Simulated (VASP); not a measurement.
# SrTe (Fm-3m) in VASP: dielectric tensor with r2SCAN

Aim: the dielectric tensor of SrTe with r2SCAN.

All numbers are computed with VASP 6.6.1; they aren't measurements. Logs are shortened: lines on timing, memory, paths and dates and some standing lists are left out, and cuts for length are marked.

## 1. The cell of the first run

The structure is cubic, space group Fm-3m (No. 225). The conventional cell has a = 6.706 Å, b = 6.706 Å, c = 6.706 Å, α = 90.00°, β = 90.00°, γ = 90.00°. Within 4.4 Å of Sr (site symmetry m-3m) lie 6 Te at 3.35 Å. Te (site symmetry m-3m) has 6 Sr at 3.35 Å within 4.4 Å.

## 2. Dielectric tensor, r2SCAN

Input file INCAR:

```
ALGO = Normal
EDIFF = 1E-8
ENCUT = 440
GGA_COMPAT = F
ISIF = 2
ISMEAR = 0
LASPH = T
LCALCEPS = T
LCHARG = F
LMIXTAU = T
LREAL = F
LWAVE = F
METAGGA = R2SCAN
NELM = 120
PREC = Accurate
SIGMA = 0.01
```

Input file KPOINTS:

```
k-points
0
Gamma
  6 6 6
```

Input file POSCAR:

```
SrTe
1.0
    0.0000000000      3.3527582064      3.3527582064
    3.3527582064      0.0000000000      3.3527582064
    3.3527582064      3.3527582064      0.0000000000
Sr Te
1 1
Direct
    0.0000000000      0.0000000000      0.0000000000
    0.5000000000      0.5000000000      0.5000000000
```

Potentials or basis: VASP PAW PBE potentials, release 64 (Sr_sv, Te).

Started as:

```bash
> cat potpaw_PBE.64/Sr_sv/POTCAR potpaw_PBE.64/Te/POTCAR > POTCAR
> mpirun -np 1 vasp_std > vasp.out
```

OUTCAR:

```text
EDIFF = 1E-8
   ENCUT = 440
   ISIF = 2
   ISMEAR = 0
   LASPH = T
   LREAL = F
   METAGGA = R2SCAN
   NELM = 120
   PREC = Accurate

 ion  position               nearest neighbor table
   1  0.000  0.000  0.000-   2 3.35   2 3.35   2 3.35   2 3.35   2 3.35   2 3.35
   2  0.500  0.500  0.500-   1 3.35   1 3.35   1 3.35   1 3.35   1 3.35   1 3.35

  LATTYP: Found a face centered cubic cell.
 ALAT       =     6.7055164128

  Lattice vectors:

 A1 = (   0.0000000000,   3.3527582064,   3.3527582064)
 A2 = (   3.3527582064,   0.0000000000,   3.3527582064)
 A3 = (   3.3527582064,   3.3527582064,   0.0000000000)

Analysis of symmetry for initial positions (statically):
=====================================================================
 Subroutine PRICEL returns:
 Original cell was already a primitive cell.

 Routine SETGRP: Setting up the symmetry group for a
 face centered cubic supercell.

 Subroutine GETGRP returns: Found 48 space group operations
 (whereof 48 operations were pure point group operations)
 out of a pool of 48 trial point group operations.

The static configuration has the point symmetry O_h .

Analysis of symmetry for dynamics (positions and initial velocities):
=====================================================================
 Subroutine PRICEL returns:
 Original cell was already a primitive cell.

 Routine SETGRP: Setting up the symmetry group for a
 face centered cubic supercell.

 Subroutine GETGRP returns: Found 48 space group operations
 (whereof 48 operations were pure point group operations)
 out of a pool of 48 trial point group operations.

The dynamic configuration has the point symmetry O_h .

 Subroutine INISYM returns: Found 48 space group operations
 (whereof 48 operations are pure point group operations),
 and found     1 'primitive' translations

----------------------------------------------------------------------------------------

                                     Primitive cell

  volume of cell :      75.3766

  direct lattice vectors                    reciprocal lattice vectors
     0.000000000  3.352758206  3.352758206    -0.149130945  0.149130945  0.149130945
     3.352758206  0.000000000  3.352758206     0.149130945 -0.149130945  0.149130945
     3.352758206  3.352758206  0.000000000     0.149130945  0.149130945 -0.149130945

  length of vectors
     4.741516127  4.741516127  4.741516127     0.258302374  0.258302374  0.258302374

  position of ions in fractional coordinates (direct lattice)
     0.000000000  0.000000000  0.000000000
     0.500000000  0.500000000  0.500000000

  ion indices of the primitive-cell ions
   primitive index   ion index
                 1           1
                 2           2

----------------------------------------------------------------------------------------

 KPOINTS: k-points

Automatic generation of k-mesh.
 Grid dimensions read from file:
 generate k-points for:    6    6    6

 Generating k-lattice:

  Cartesian coordinates                     Fractional coordinates (reciprocal lattice)
    -0.024855158  0.024855158  0.024855158     0.166666667  0.000000000  0.000000000
     0.024855158 -0.024855158  0.024855158     0.000000000  0.166666667  0.000000000
     0.024855158  0.024855158 -0.024855158     0.000000000  0.000000000  0.166666667

  Length of vectors
     0.043050396  0.043050396  0.043050396

  Shift w.r.t. Gamma in fractional coordinates (k-lattice)
     0.000000000  0.000000000  0.000000000

 Subroutine IBZKPT returns following result:
 ===========================================

 Found     16 irreducible k-points:

 Following reciprocal coordinates:
            Coordinates               Weight
  0.000000  0.000000  0.000000      1.000000
  0.166667  0.000000  0.000000      8.000000
  0.333333  0.000000  0.000000      8.000000
  0.500000  0.000000  0.000000      4.000000
  0.166667  0.166667  0.000000      6.000000
  0.333333  0.166667  0.000000     24.000000
[... 8 lines left out ...]
 -0.333333  0.333333  0.166667     24.000000
 -0.333333  0.500000  0.166667     12.000000
   k-points           NKPTS =     16   k-points in BZ     NKDIM =     16   number of bands    NBANDS=     12
   number of dos      NEDOS =    301   number of ions     NIONS =      2
   total plane-waves  NPLWV =  32768
   dimension x,y,z NGX =    32 NGY =   32 NGZ =   32
   dimension x,y,z NGXF=    64 NGYF=   64 NGZF=   64
   ions per type =               1   1
   NGX,Y,Z   is equivalent  to a cutoff of  11.22, 11.22, 11.22 a.u.
   NGXF,Y,Z  is equivalent  to a cutoff of  22.44, 22.44, 22.44 a.u.
 SYSTEM =  unknown system
   PREC   = accura    normal or accurate (medium, high low for compatibility)
   ISTART =      0    job   : 0-new  1-cont  2-samecut
   ICHARG =      2    charge: 1-file 2-atom 10-const
   ISPIN  =      1    spin polarized calculation?
   LNONCOLLINEAR =      F non collinear calculations
   LSORBIT =      F    spin-orbit coupling
   LASPH  =      T    aspherical Exc in radial PAW
   ENCUT  =  440.0 eV  32.34 Ry    5.69 a.u.   8.11  8.11  8.11*2*pi/ulx,y,z
   NELM   =    120;   NELMIN=  2; NELMDL= -5     # of ELM steps
   EDIFF  = 0.1E-07   stopping-criterion for ELM
   LREAL  =      F    real-space projection
   EDIFFG = 0.1E-06   stopping-criterion for IOM
   NSW    =      0    number of steps for IOM
   IBRION =     -1    ionic relax: 0-MD 1-quasi-New 2-CG
   NFREE  =      0    steps in history (QN), initial steepest desc. (CG)
   ISIF   =      2    stress and relaxation
   ISYM   =      2    0-nonsym 1-usesym 2-fastsym
   POTIM  = 0.5000    time-step for ionic-motion
   TEBEG  =    0.0;   TEEND  =   0.0 temperature during run
   PSTRESS=    0.0 pullay stress
   NELECT =      16.0000    total number of electrons
   NUPDOWN=      -1.0000    fix difference up-down
   EMIN   =  10.00;   EMAX   =-10.00  energy-range for DOS
   EFERMI =   0.00;   METHOD = LEGACY
   ISMEAR =     0;   SIGMA  =   0.01  broadening in eV -4-tet -1-fermi 0-gaus
   EFERMI_NEDOS =   21; number of points for ismear=-14 and -15
   IALGO  =     38    algorithm
   IMIX   =      4    mixing-type and parameters
     AMIX     =   0.40;   BMIX     =  1.00
     AMIX_MAG =   1.60;   BMIX_MAG =  1.00
  volume/ion in A,a.u.               =      37.69       254.33
  Fermi-wavevector in a.u.,A,eV,Ry     =   0.976568  1.845446 12.975679  0.953686
  Thomas-Fermi vector in A             =   2.107197
   LORBIT       =      0    0 simple, 1 ext, 2 COOP (PROOUT), +10 PAW based schemes
   METAGGA = R2SCAN    functional components
   LHFCALC =     F    Hartree Fock is set to
   AEXX    =    0.0000 exact exchange contribution
   IVDW    =     0    specifies the selected vdW correction
   LEPSILON=     F    determine dielectric tensor
   LRPA    =     F    only Hartree local field effects (RPA)
   LRPA       =     F
 non-spin polarized calculation
 Gauss-broadening in eV      SIGMA  =   0.01
  energy-cutoff  :      440.00
  volume of cell :       75.38
 maximum number of plane-waves:      1596
   NGX = 17   NGY = 17   NGZ = 17

 Total electronic dipole moment: p[elc]=(     0.00000    -0.00000     0.00000 ) |e| Angst

 Total electronic dipole moment: p[elc]=(    -0.00000    -0.00000    -0.00000 ) |e| Angst

 number of electron      16.0000001 magnetization

 Free energy of the ion-electron system (eV)
  ---------------------------------------------------
  ext. energy  EPLUGINS =         0.00000000
  ---------------------------------------------------
  free energy    TOTEN  =       -44.59459656 eV

  energy without entropy =      -44.59459656  energy(sigma->0) =      -44.59459656

 E-fermi :   2.6052     XC(G=0):  -8.8048

 val. band max:        2.4883532131   @ k =   0.0000   0.0000   0.0000
 cond. band min:   10000.0000000000   @ k =   0.0000   0.0000   0.0000
 fundamental gap:   9997.5116467869
 Fermi energy:         2.6051790886

 k-point     1 :       0.0000    0.0000    0.0000
  band No.  band energies     occupation
      1     -33.4581      2.00000
      2     -14.8200      2.00000
      3     -14.8200      2.00000
      4     -14.8200      2.00000
      5      -7.7188      2.00000
      6       2.4882      2.00000
      7       2.4882      2.00000
      8       2.4884      2.00000
      9   10000.0000      0.00000
     10   10000.0000      0.00000
     11   10000.0000      0.00000
     12   10000.0000      0.00000

 k-point     2 :       0.1667    0.0000    0.0000
  band No.  band energies     occupation
      1     -33.4571      2.00000
      2     -14.8498      2.00000
      3     -14.8212      2.00000
      4     -14.8212      2.00000
      5      -7.5737      2.00000
      6       1.5224      2.00000
      7       2.1470      2.00000
      8       2.1470      2.00000
      9   10000.0000      0.00000
     10   10000.0000      0.00000
     11   10000.0000      0.00000
     12   10000.0000      0.00000

 k-point     3 :       0.3333    0.0000    0.0000
  band No.  band energies     occupation
      1     -33.4551      2.00000
      2     -14.9079      2.00000
      3     -14.8235      2.00000
      4     -14.8235      2.00000
      5      -7.2609      2.00000
      6       0.2455      2.00000
      7       1.6321      2.00000
      8       1.6321      2.00000
      9   10000.0000      0.00000
     10   10000.0000      0.00000
     11   10000.0000      0.00000
     12   10000.0000      0.00000
[... 286 lines left out ...]
 k-point    23 :       0.0000    0.1667    0.1667
  band No.  band energies     occupation
      1     -33.4567      2.00000
      2     -14.8456      2.00000
      3     -14.8277      2.00000
      4     -14.8277      2.00000
      5      -7.5447      2.00000
      6       1.2777      2.00000
      7       2.1978      2.00000
      8       2.1979      2.00000
      9   10000.0000      0.00000
     10   10000.0000      0.00000
     11   10000.0000      0.00000
     12   10000.0000      0.00000

 k-point    24 :       0.0000    0.3333    0.1667
  band No.  band energies     occupation
      1     -33.4551      2.00000
      2     -14.8861      2.00000
      3     -14.8328      2.00000
      4     -14.8310      2.00000
      5      -7.3308      2.00000
      6       0.5339      2.00000
      7       1.6667      2.00000
      8       1.8344      2.00000
      9   10000.0000      0.00000
     10   10000.0000      0.00000
     11   10000.0000      0.00000
     12   10000.0000      0.00000

 [... further k-points ...]

------------------------ aborting loop because EDIFF is reached ----------------------------------------

            Ionic dipole moment: p[ion]=(   -20.11655   -20.11655   -20.11655 ) |e| Angst

 Total electronic dipole moment: p[elc]=(     0.00000     0.00000     0.01795 ) |e| Angst

 MACROSCOPIC STATIC DIELECTRIC TENSOR (including local field effects)
 ------------------------------------------------------
           5.308427     0.000000    -0.000000
           0.000000     5.308427     0.000000
           0.000000     0.000000     5.308427
 ------------------------------------------------------

 PIEZOELECTRIC TENSOR (including local field effects) (e Angst)
          XX          YY          ZZ          XY          YZ          ZX
  --------------------------------------------------------------------------------
  x     0.00000     0.00000     0.00000     0.00000     0.00000     0.00000
  y     0.00000     0.00000     0.00000     0.00000     0.00000     0.00000
  z     0.00000     0.00000     0.00000     0.00000     0.00000     0.00000

 PIEZOELECTRIC TENSOR (including local field effects) (C/m^2)
          XX          YY          ZZ          XY          YZ          ZX
  --------------------------------------------------------------------------------
  x     0.00000     0.00000     0.00000     0.00000     0.00000     0.00000
  y     0.00000     0.00000     0.00000     0.00000     0.00000     0.00000
  z     0.00000     0.00000     0.00000     0.00000     0.00000     0.00000

 BORN EFFECTIVE CHARGES (including local field effects) (in |e|, cummulative output)
 ---------------------------------------------------------------------------------
 ion    1
    1     2.37337     0.00000     0.00000
    2     0.00000     2.37337     0.00000
    3     0.00000    -0.00000     2.37337
 ion    2
    1    -2.37337     0.00000     0.00000
    2     0.00000    -2.37337     0.00000
    3    -0.00000    -0.00000    -2.37337

  FORCE on cell =-STRESS in cart. coord.  units (eV):
  Direction    XX          YY          ZZ          XY          YZ          ZX
  --------------------------------------------------------------------------------------
  -------------------------------------------------------------------------------------
  Total        0.0379014      0.0379014      0.0379014      0.0000000      0.0000000      0.0000000
  in kB        0.8056175      0.8056175      0.8056175      0.0000000      0.0000000      0.0000000
  external PRESSURE =       0.8056175 kB  Pullay stress =       0.0000000 kB

 VOLUME and BASIS-vectors are now :
 -----------------------------------------------------------------------------
  energy-cutoff  :      440.00
  volume of cell :       75.38
      direct lattice vectors                 reciprocal lattice vectors
     0.000000000  3.352758206  3.352758206    -0.149130945  0.149130945  0.149130945
     3.352758206  0.000000000  3.352758206     0.149130945 -0.149130945  0.149130945
     3.352758206  3.352758206  0.000000000     0.149130945  0.149130945 -0.149130945

 POSITION                                       TOTAL-FORCE (eV/Angst)
 -----------------------------------------------------------------------------------
      0.00000      0.00000      0.00000        -0.000000      0.000000      0.000000
      3.35276      3.35276      3.35276         0.000000     -0.000000      0.000000
 -----------------------------------------------------------------------------------
    total drift:                                0.000000     -0.000000     -0.000000

  FREE ENERGIE OF THE ION-ELECTRON SYSTEM (eV)
  ---------------------------------------------------
  free  energy   TOTEN  =       -44.5945965593 eV

  energy  without entropy=      -44.5945965593  energy(sigma->0) =      -44.59459656
```

Wall time 20 min (1 thread of Intel Xeon Platinum 8375C at 2.90GHz (Ice Lake), shared host); peak memory 0.36 GiB.

Results:

| Item | Value |
| --- | --- |
| Band gap on the k mesh | 2.14 eV, indirect (least direct gap 2.89 eV) |
| Electronic dielectric tensor (diagonal) | 5.31 |
| Born charges (mean of the diagonal) | Sr +2.37; Te -2.37 e |

Electronic dielectric tensor:
```
5.31 0.00 0.00
0.00 5.31 0.00
0.00 0.00 5.31
```

Born effective charge tensors (e):
atom 1, Sr
```
2.37 0.00 0.00
0.00 2.37 0.00
0.00 0.00 2.37
```
atom 2, Te
```
-2.37  0.00  0.00
 0.00 -2.37  0.00
 0.00  0.00 -2.37
```

Dipole moments of the cell (e·Å, modulo the quantum): ionic -20.117, -20.117, -20.117; electronic 0.000, 0.000, 0.018

Caveat: the PAW data sets were made with another functional, which shifts forces and pressure a little; spin-orbit coupling is left out, which moves the levels of the heavy elements. r2SCAN opens gaps a little over a GGA but as a rule still falls short of measured ones.
